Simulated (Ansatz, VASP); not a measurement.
## Two plane-wave programs on AlN

Contents of INCAR:

```
PREC = Accurate
ENCUT = 600
EDIFF = 1E-6
ISMEAR = 0
SIGMA = 0.05
LREAL = F
LASPH = T
NELM = 120
ALGO = Normal
ISIF = 2
LWAVE = F
LCHARG = F
GGA = PS
NBANDS = 26
GGA_COMPAT = F
```

KPOINTS

```
regular mesh
0
Gamma
  8 8 8
```

POSCAR

```
AlN
1.0
   -3.1136926464      0.0000000000      0.0000000000
    0.0000000000      5.3930738627      0.0000000000
    1.5568463232     -2.6965369313     -4.9834165464
Al N
4 4
Direct
    1.0377854113      0.3325792953      0.9984919239
    0.5377854113      0.8325792953      0.9984919239
    0.2107065126      0.9159126286      0.4984919239
    0.7107065126      0.4159126286      0.4984919239
    0.7738173268      0.1415873714      0.6165080761
    0.2738173268      0.6415873714      0.6165080761
    0.0926907493      0.7249207047      0.1165080761
    0.5926907493      0.2249207047      0.1165080761
```

Input for Ansatz:

```yaml
crystal:
  lattice:
    - [-3.1136926464, 0.0, 0.0]
    - [0.0, 5.3930738627, 0.0]
    - [1.5568463232, -2.6965369313, -4.9834165464]
  atoms:
    - { symbol: Al, position: [1.0377854113, 0.3325792953, 0.9984919239] }
    - { symbol: Al, position: [0.5377854113, 0.8325792953, 0.9984919239] }
    - { symbol: Al, position: [0.2107065126, 0.9159126286, 0.4984919239] }
    - { symbol: Al, position: [0.7107065126, 0.4159126286, 0.4984919239] }
    - { symbol: "N", position: [0.7738173268, 0.1415873714, 0.6165080761] }
    - { symbol: "N", position: [0.2738173268, 0.6415873714, 0.6165080761] }
    - { symbol: "N", position: [0.0926907493, 0.7249207047, 0.1165080761] }
    - { symbol: "N", position: [0.5926907493, 0.2249207047, 0.1165080761] }
basis:
  ecutwfc: 420
kpoints:
  mp_grid: { grid: [8, 8, 8] }
hamiltonian:
  xc: pbesol
scf:
  occupations: { method: gaussian, width: 0.05 }
output:
  forces: true
  stress: true
  eigenvalues: true
  write_density: true
  write_potential: true
  elf: true
  volumetric_format: npy
```

Change from the starting cell: mode 4 (234.8 1/cm) frozen in, largest displacement -0.120 Å.

Alike in both runs: task single point; functional PBEsol; k mesh 8 × 8 × 8; occupations gaussian, width 0.05 eV; no spin polarisation.

```csv
,VASP,Ansatz
version,VASP 6.6.1,Ansatz 0.2.0
potentials or method,"VASP PAW PBE potentials, release 64 (Al, N), cutoff 600 eV","scalar-relativistic, plane waves, PAW"
valence electrons in the cell,32,32
```

```tsv
	VASP	Ansatz	Ansatz less VASP
gap on the k mesh at the Fermi level (eV)	3.95	3.93	-0.016
least direct gap on the mesh (eV)	3.95	3.93	-0.016
pressure (GPa)	-0.5	-0.4	+0.16
traceless stress, the component that is largest in VASP (GPa)	-0.93	-0.93	-0.001
rms of the force components (eV/Å)	0.303	0.302	-0.0014
```

VASP's potentials were made for PBE, not for PBEsol. Atom by atom the forces differ by 0.001 eV/Å (rms over components).
